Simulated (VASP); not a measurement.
# Au (I4/mmm) in VASP: notebook

Runs on Au. Level: PBEsol. Tasks: single point.

All numbers are computed with VASP 6.6.1; they aren't measurements. Logs are shortened: lines on timing, memory, paths and dates and some standing lists are left out, and cuts for length are marked.

### Step 1. The cell of the first run

It takes space group I4/mmm (No. 139, tetragonal). The conventional cell has a = 3.275 Å, b = 3.275 Å, c = 3.112 Å, α = 90.00°, β = 90.00°, γ = 90.00°. Au (site symmetry 4/mmm) has 14 Au at 2.79 to 3.27 Å within 3.7 Å.

### Step 2. Single point, PBEsol (uniaxial strain along a: -4.0 %)

INCAR reads:

```
SYSTEM = Au
PREC = Accurate
ENCUT = 520
EDIFF = 1E-6
ISMEAR = 0
SIGMA = 0.1
LREAL = .FALSE.
LASPH = .TRUE.
NELM = 60
ALGO = Fast
ISIF = 2
LWAVE = .FALSE.
LCHARG = .TRUE.
GGA = PS
LELF = .TRUE.
LVHAR = .TRUE.
NBANDS = 18
```

KPOINTS reads:

```
Automatic mesh
0
G
  16 16 16
  0 0 0
```

POSCAR reads:

```
Au
1.0
    3.1124609163      0.0000000000      0.0000000000
    0.0000000000      3.2745682557      0.0000000000
    0.0000000000      0.0000000000      3.2745682557
Au
2
Direct
    0.0000000000      0.0000000000      0.0000000000
    0.5000000000      0.5000000000      0.5000000000
```

Potentials or basis: VASP PAW PBE potentials, release 64 (Au).

Command:

```bash
$ cat potpaw_PBE.64/Au/POTCAR > POTCAR
$ mpirun -np 1 vasp_std > vasp.out
```

OUTCAR:

```text
SYSTEM = Au
   PREC = Accurate
   ENCUT = 520
   EDIFF = 1E-6
   ISMEAR = 0
   LREAL = .FALSE.
   LASPH = .TRUE.
   NELM = 60
   ISIF = 2
   GGA = PS

 ion  position               nearest neighbor table
   1  0.000  0.000  0.000-   2 2.79   2 2.79   2 2.79   2 2.79   2 2.79   2 2.79   2 2.79   2 2.79

   2  0.500  0.500  0.500-   1 2.79   1 2.79   1 2.79   1 2.79   1 2.79   1 2.79   1 2.79   1 2.79

  LATTYP: Found a simple tetragonal cell.
 ALAT       =     3.2745682557
 C/A-ratio  =     0.9504950495

  Lattice vectors:

 A1 = (   0.0000000000,   3.2745682557,   0.0000000000)
 A2 = (   0.0000000000,   0.0000000000,   3.2745682557)
 A3 = (   3.1124609163,   0.0000000000,   0.0000000000)

Analysis of symmetry for initial positions (statically):
=====================================================================
 Subroutine PRICEL returns following result:

  LATTYP: Found a body centered tetragonal cell.
 ALAT       =     3.2745682557
 C/A-ratio  =     0.9504950495

  Lattice vectors:

 A1 = (  -1.5562304581,   1.6372841278,   1.6372841278)
 A2 = (  -1.5562304581,  -1.6372841279,  -1.6372841279)
 A3 = (   1.5562304581,  -1.6372841278,   1.6372841279)

   2 primitive cells build up your supercell.

 Routine SETGRP: Setting up the symmetry group for a
 simple tetragonal supercell.

 Subroutine GETGRP returns: Found 16 space group operations
 (whereof 16 operations were pure point group operations)
 out of a pool of 16 trial point group operations.

The static configuration has the point symmetry D_4h.

Analysis of symmetry for dynamics (positions and initial velocities):
=====================================================================
 Subroutine PRICEL returns following result:

  LATTYP: Found a body centered tetragonal cell.
 ALAT       =     3.2745682557
 C/A-ratio  =     0.9504950495

  Lattice vectors:

 A1 = (  -1.5562304581,   1.6372841278,   1.6372841278)
 A2 = (  -1.5562304581,  -1.6372841279,  -1.6372841279)
 A3 = (   1.5562304581,  -1.6372841278,   1.6372841279)

   2 primitive cells build up your supercell.

 Routine SETGRP: Setting up the symmetry group for a
 simple tetragonal supercell.

 Subroutine GETGRP returns: Found 16 space group operations
 (whereof 16 operations were pure point group operations)
 out of a pool of 16 trial point group operations.

The dynamic configuration has the point symmetry D_4h.

 Subroutine INISYM returns: Found 16 space group operations
 (whereof 16 operations are pure point group operations),
 and found     2 'primitive' translations

----------------------------------------------------------------------------------------

                                     Primitive cell

  volume of cell :      16.6871

  direct lattice vectors                    reciprocal lattice vectors
    -1.556230458  1.637284128  1.637284128    -0.321289175  0.000000000  0.305383770
    -1.556230458 -1.637284128 -1.637284128    -0.321289175 -0.305383770  0.000000000
     1.556230458 -1.637284128  1.637284128     0.000000000 -0.305383770  0.305383770

  length of vectors
     2.789848001  2.789848001  2.789848001     0.443267392  0.443267392  0.431877870

  position of ions in fractional coordinates (direct lattice)
     0.000000000  0.000000000  0.000000000

  ion indices of the primitive-cell ions
   primitive index   ion index
                 1           1

----------------------------------------------------------------------------------------

 KPOINTS: Automatic mesh

Automatic generation of k-mesh.
 Grid dimensions read from file:
 generate k-points for:   16   16   16

 Generating k-lattice:

  Cartesian coordinates                     Fractional coordinates (reciprocal lattice)
     0.020080573  0.000000000  0.000000000     0.062500000  0.000000000  0.000000000
     0.000000000  0.019086486  0.000000000     0.000000000  0.062500000  0.000000000
     0.000000000  0.000000000  0.019086486     0.000000000  0.000000000  0.062500000

  Length of vectors
     0.020080573  0.019086486  0.019086486

  Shift w.r.t. Gamma in fractional coordinates (k-lattice)
     0.000000000  0.000000000  0.000000000

 Subroutine IBZKPT returns following result:
 ===========================================

 Found    405 irreducible k-points:

 Following reciprocal coordinates:
            Coordinates               Weight
  0.000000  0.000000  0.000000      1.000000
  0.062500  0.000000  0.000000      2.000000
  0.125000  0.000000  0.000000      2.000000
  0.187500  0.000000  0.000000      2.000000
  0.250000  0.000000  0.000000      2.000000
  0.312500  0.000000  0.000000      2.000000
[... 16 lines left out ...]
  0.250000  0.125000  0.000000      8.000000
  0.312500  0.125000  0.000000      8.000000
 [... further k-points ...]
   k-points           NKPTS =    405   k-points in BZ     NKDIM =    405   number of bands    NBANDS=     18
   number of dos      NEDOS =    301   number of ions     NIONS =      2
   total plane-waves  NPLWV =  13824
   dimension x,y,z NGX =    24 NGY =   24 NGZ =   24
   dimension x,y,z NGXF=    48 NGYF=   48 NGZF=   48
   ions per type =               2
   NGX,Y,Z   is equivalent  to a cutoff of  12.82, 12.18, 12.18 a.u.
   NGXF,Y,Z  is equivalent  to a cutoff of  25.64, 24.37, 24.37 a.u.
 SYSTEM =  Au
   PREC   = accura    normal or accurate (medium, high low for compatibility)
   ISTART =      0    job   : 0-new  1-cont  2-samecut
   ICHARG =      2    charge: 1-file 2-atom 10-const
   ISPIN  =      1    spin polarized calculation?
   LNONCOLLINEAR =      F non collinear calculations
   LSORBIT =      F    spin-orbit coupling
   LASPH  =      T    aspherical Exc in radial PAW
   ENCUT  =  520.0 eV  38.22 Ry    6.18 a.u.   5.79  6.09  6.09*2*pi/ulx,y,z
   NELM   =     60;   NELMIN=  2; NELMDL= -5     # of ELM steps
   EDIFF  = 0.1E-05   stopping-criterion for ELM
   LREAL  =      F    real-space projection
   EDIFFG = 0.1E-04   stopping-criterion for IOM
   NSW    =      0    number of steps for IOM
   IBRION =     -1    ionic relax: 0-MD 1-quasi-New 2-CG
   NFREE  =      0    steps in history (QN), initial steepest desc. (CG)
   ISIF   =      2    stress and relaxation
   ISYM   =      2    0-nonsym 1-usesym 2-fastsym
   POTIM  = 0.5000    time-step for ionic-motion
   TEBEG  =    0.0;   TEEND  =   0.0 temperature during run
   PSTRESS=    0.0 pullay stress
   NELECT =      22.0000    total number of electrons
   NUPDOWN=      -1.0000    fix difference up-down
   EMIN   =  10.00;   EMAX   =-10.00  energy-range for DOS
   EFERMI =   0.00;   METHOD = LEGACY
   ISMEAR =     0;   SIGMA  =   0.10  broadening in eV -4-tet -1-fermi 0-gaus
   EFERMI_NEDOS =   21; number of points for ismear=-14 and -15
   IALGO  =     68    algorithm
   IMIX   =      4    mixing-type and parameters
     AMIX     =   0.40;   BMIX     =  1.00
     AMIX_MAG =   1.60;   BMIX_MAG =  1.00
  volume/ion in A,a.u.               =      16.69       112.61
  Fermi-wavevector in a.u.,A,eV,Ry     =   1.424771  2.692427 27.619450  2.029972
  Thomas-Fermi vector in A             =   2.545226
   LORBIT       =      0    0 simple, 1 ext, 2 COOP (PROOUT), +10 PAW based schemes
   GGA     = PS    functional components
   LHFCALC =     F    Hartree Fock is set to
   AEXX    =    0.0000 exact exchange contribution
   IVDW    =     0    specifies the selected vdW correction
   LEPSILON=     F    determine dielectric tensor
   LRPA    =     F    only Hartree local field effects (RPA)
 non-spin polarized calculation
 RMM-DIIS sequential band-by-band and
 Gauss-broadening in eV      SIGMA  =   0.10
  energy-cutoff  :      520.00
  volume of cell :       33.37
 maximum number of plane-waves:       928
 NGX is ok and might be reduce to    24
   NGX = 11   NGY = 13   NGZ = 13

 number of electron      21.9999989 magnetization

 Free energy of the ion-electron system (eV)
  ---------------------------------------------------
  ext. energy  EPLUGINS =         0.00000000
  ---------------------------------------------------
  free energy    TOTEN  =        -7.80052210 eV

  energy without entropy =       -7.79888677  energy(sigma->0) =       -7.79970444

 E-fermi :   9.6234     XC(G=0): -13.0112

 val. band max:        9.6136506368   @ k =   0.1250   0.4375   0.4375
 cond. band min:       9.6282835761   @ k =   0.0625   0.4375   0.3125
 fundamental gap:      0.0146329393
 Fermi energy:         9.6233727871

 k-point     1 :       0.0000    0.0000    0.0000
  band No.  band energies     occupation
      1      -0.5022      2.00000
      2       2.5947      2.00000
      3       2.6036      2.00000
      4       4.4326      2.00000
      5       4.7925      2.00000
      6       4.7925      2.00000
[... 10 lines left out ...]
     17      25.8201      0.00000
     18      25.8201      0.00000

 k-point     2 :       0.0625    0.0000    0.0000
  band No.  band energies     occupation
      1      -0.4227      2.00000
      2       2.6295      2.00000
      3       2.6567      2.00000
      4       4.4615      2.00000
      5       4.7868      2.00000
      6       4.7868      2.00000
[... 10 lines left out ...]
     17      25.9383      0.00000
     18      25.9384      0.00000

 k-point     3 :       0.1250    0.0000    0.0000
  band No.  band energies     occupation
      1      -0.1870      2.00000
      2       2.7331      2.00000
      3       2.8091      2.00000
      4       4.5477      2.00000
      5       4.7730      2.00000
      6       4.7730      2.00000
[... 10 lines left out ...]
     17      26.2785      0.00000
     18      26.3162      0.00000

 k-point     4 :       0.1875    0.0000    0.0000
  band No.  band energies     occupation
      1       0.1960      2.00000
      2       2.9034      2.00000
      3       3.0380      2.00000
      4       4.6892      2.00000
      5       4.7603      2.00000
      6       4.7603      2.00000
[... 375 lines left out ...]
      4       4.3300      2.00000
      5       4.7510      2.00000
      6       5.2466      2.00000
[... 10 lines left out ...]
     17      25.7712      0.00000
     18      26.0623      0.00000

 k-point    23 :       0.2500    0.1250    0.0000
  band No.  band energies     occupation
      1       0.9286      2.00000
      2       3.2059      2.00000
      3       3.4573      2.00000
      4       4.3009      2.00000
      5       4.7457      2.00000
      6       5.4681      2.00000
[... 10 lines left out ...]
     17      25.6663      0.00000
     18      25.7992      0.00000

 k-point    24 :       0.3125    0.1250    0.0000
  band No.  band energies     occupation
      1       1.4917      2.00000
      2       3.4018      2.00000
      3       3.7206      2.00000
      4       4.3070      2.00000
      5       4.7682      2.00000
      6       5.5624      2.00000
[... 10 lines left out ...]
     17      25.0333      0.00000
     18      25.8754      0.00000

 [... further k-points ...]

------------------------ aborting loop because EDIFF is reached ----------------------------------------

  FORCE on cell =-STRESS in cart. coord.  units (eV):
  Direction    XX          YY          ZZ          XY          YZ          ZX
  --------------------------------------------------------------------------------------
  -------------------------------------------------------------------------------------
  Total        0.7112974      0.8476683      0.8476683      0.0000000      0.0000000      0.0000000
  in kB       34.1467833     40.6934493     40.6934493      0.0000000      0.0000000      0.0000000
  external PRESSURE =      38.5112273 kB  Pullay stress =       0.0000000 kB

 VOLUME and BASIS-vectors are now :
 -----------------------------------------------------------------------------
  energy-cutoff  :      520.00
  volume of cell :       33.37
      direct lattice vectors                 reciprocal lattice vectors
     3.112460916  0.000000000  0.000000000     0.321289175  0.000000000  0.000000000
     0.000000000  3.274568256  0.000000000     0.000000000  0.305383770  0.000000000
     0.000000000  0.000000000  3.274568256     0.000000000  0.000000000  0.305383770

 POSITION                                       TOTAL-FORCE (eV/Angst)
 -----------------------------------------------------------------------------------
      0.00000      0.00000      0.00000         0.000000      0.000000      0.000000
      1.55623      1.63728      1.63728         0.000000     -0.000000     -0.000000
 -----------------------------------------------------------------------------------
    total drift:                                0.000000      0.000000     -0.000000

  FREE ENERGIE OF THE ION-ELECTRON SYSTEM (eV)
  ---------------------------------------------------
  free  energy   TOTEN  =        -7.8005221028 eV

  energy  without entropy=       -7.7988867734  energy(sigma->0) =       -7.79970444
```

It took 72 s on 1 thread of Intel Xeon 6975P-C, shared host; peak memory 0.3 GiB.

Results:

| Property | Result |
| --- | --- |
| Free energy | -7.8005 eV |
| Pressure | 3.9 GPa |
| Band gap on the k mesh | zero (band 11 reaches 12.89 eV, above the bottom of band 12 at 7.46 eV) |

Caveat: the cell differs from its parent crystal (uniaxial strain along a: -4.0 %); the PAW data sets were made with another functional, which shifts forces and pressure a little; spin-orbit coupling is left out, which moves the levels of the heavy elements.

### Step 3. Single point, PBEsol (uniaxial strain along a: -2.0 %)

INCAR reads:

```
  ALGO = Fast
  EDIFF = 1E-6
  ENCUT = 520
  GGA = PS
  ISIF = 2
  ISMEAR = 0
  LASPH = True
  LCHARG = False
  LREAL = False
  LWAVE = False
  NBANDS = 18
  NELM = 60
  PREC = Accurate
  SIGMA = 0.1
```

KPOINTS reads:

```
k-points
0
Gamma
  16 16 16
```

POSCAR reads:

```
Au
1.0
    3.1773038521      0.0000000000      0.0000000000
    0.0000000000      3.2583575218      0.0000000000
    0.0000000000      0.0000000000      3.2583575218
Au
2
Direct
    0.0000000000      0.0000000000      0.0000000000
    0.5000000000      0.5000000000      0.5000000000
```

Potentials or basis: VASP PAW PBE potentials, release 64 (Au).

Command:

```bash
$ cat potpaw_PBE.64/Au/POTCAR > POTCAR
$ mpirun -np 1 vasp_std > vasp.out
```

Wall time 68 s (1 thread of Intel Xeon 6975P-C, shared host); peak memory 0.3 GiB.

Results (log left out):

```yaml
Free_energy: -7.8049 eV
Pressure: 1.8 GPa
Band_gap_on_the_k_mesh: zero (band 11 reaches 12.59 eV, above the bottom of band 12 at 7.39 eV)
```

Stress tensor (GPa, compression positive):
```
1.57 0.00 0.00
0.00 1.96 0.00
0.00 0.00 1.96
```

Levels at points of the mesh, in eV from the Fermi level:
```csv
k point,band 8,band 9,band 10,band 11,band 12,band 13,band 14,band 15
"(0.00, 0.00, 0.00)",-2.78,-1.71,-1.71,-1.65,6.07,6.07,6.82,9.86
"(0.50, 0.00, 0.00)",-4.28,-3.45,-3.45,-1.69,-1.69,12.56,12.56,13.96
"(0.00, 0.50, 0.00)",-4.12,-3.39,-3.39,-2.01,-2.01,12.87,12.87,13.67
"(0.50, 0.50, 0.00)",-2.60,-1.29,-1.29,-0.64,-0.64,3.75,3.75,12.29
"(0.00, 0.50, 0.50)",-2.73,-1.32,-1.32,-0.79,-0.79,3.54,3.54,12.64
"(0.50, 0.50, 0.50)",-2.67,-2.57,-2.57,2.95,2.95,7.13,7.13,7.37
```

Caveat: the cell differs from its parent crystal (uniaxial strain along a: -2.0 %); the PAW data sets were made with another functional, which shifts forces and pressure a little; spin-orbit coupling is left out, which moves the levels of the heavy elements.

[end of part 1 of 2]
